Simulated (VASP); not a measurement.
The system is MoS2.

```
CELL_PARAMETERS angstrom
3.22747 0.00000 0.00000
-1.61373 2.79507 0.00000
0.00000 0.00000 6.31247
ATOMIC_POSITIONS crystal
Mo 0.00000 0.00000 0.50000
S 0.33333 0.66667 0.25532
S 0.66667 0.33333 0.74468
```

Base run:

* Program: VASP 6.6.1
* Functional: LDA
* Potentials or basis: VASP PAW LDA potentials, release 64 (Mo_sv, S)
* Cutoff: 520 eV
* k mesh: 8 × 8 × 4
* Occupations: gaussian, width 0.1 eV
* Spin: no spin polarisation

Its results: band gap on the k mesh zero (bands 13 and 14 overlap by 0.54 eV); pressure -5.8 GPa; largest force 0.146 eV/Å.

Q: The run is repeated on the same cell with these changes: occupations from gaussian, width 0.1 eV to gaussian, width 0.5 eV. What comes out?

A: Band gap on the k mesh zero (bands 13 and 14 overlap by 0.53 eV); pressure -5.4 GPa; largest force 0.122 eV/Å.

Caveats: the cell stands under tension; so wide a smearing shifts energies and pressures (at least some runs).
